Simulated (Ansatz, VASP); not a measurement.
SiC in VASP and in Ansatz

```xyz
8
Lattice="-1.5388 -2.6652 0.0000 1.5388 -2.6652 0.0000 0.0000 -0.4440 10.0768" Properties=species:S:1:pos:R:3 pbc="T T T"
Si    0.0000   -1.7768    5.9860
Si    0.0000   -3.5537    0.9476
Si    0.0000    0.0000    3.4673
Si    0.0000    0.0000    8.5057
C     0.0000   -1.7768    4.0912
C     0.0000   -3.5537    9.1296
C    -1.5388   -2.6652    1.5787
C    -1.5388   -2.6652    6.6171
```

Alike in both runs: task single point; functional r2SCAN; k mesh 8 × 8 × 3; occupations gaussian, width 0.05 eV; no spin polarisation.

```csv
,VASP,Ansatz
version,VASP 6.6.1,Ansatz 0.2.0
potentials or method,"VASP PAW PBE potentials, release 64 (Si, C), cutoff 520 eV","scalar-relativistic, plane waves, PAW"
valence electrons in the cell,32,32
```

Ansatz gave:

* gap on the k mesh at the Fermi level (eV): 1.95
* least direct gap on the mesh (eV): 3.29
* pressure (GPa): -0.4
* traceless stress, the component that is largest in VASP (GPa): 6.26
* rms of the force components (eV/Å): 0.361

Estimate VASP's values.

gap on the k mesh at the Fermi level (eV): 1.96; least direct gap on the mesh (eV): 3.30; pressure (GPa): -0.6; traceless stress, the component that is largest in VASP (GPa): 6.30; rms of the force components (eV/Å): 0.362.

VASP's potentials were made for PBE, not for r2SCAN. Atom by atom the forces differ by 0.002 eV/Å (rms over components). The functional is the same, so the differences come from potentials, cutoffs and numerics.
